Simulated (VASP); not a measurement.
Input of a VASP 6.6.1 run:

INCAR

```
ALGO     = Fast           # electronic algorithm
EDIFF    = 1E-7           # SCF threshold, eV
ENCUT    = 520            # plane-wave cutoff, eV
ISIF     = 2              # what is computed and relaxed
ISMEAR   = 0              # smearing method
LASPH    = T              # aspherical terms in the spheres
LCHARG   = T              # write CHGCAR
LELF     = T              # ELF
LREAL    = F              # projectors in reciprocal space
LVHAR    = T            
LWAVE    = F              # write WAVECAR
NBANDS   = 8              # bands
NELM     = 80             # most SCF steps
PREC     = Accurate       # precision mode
SIGMA    = 0.1            # smearing width, eV
```

KPOINTS

```
k-points
0
Gamma
  20 20 20
```

POSCAR

```
Al
1.0
    0.0000000000      1.9913430808      1.9913430808
    1.9913430808      0.0000000000      1.9913430808
    1.9913430808      1.9913430808      0.0000000000
Al
1
Direct
    0.0000000000      0.0000000000      0.0000000000
```

Potentials or basis: VASP PAW LDA potentials, release 64 (Al).

Launch:

```sh
$ cat potpaw_LDA.64/Al/POTCAR > POTCAR
$ mpirun -np 1 vasp_std > vasp.out
```

Predict the pressure.

0.1 GPa.
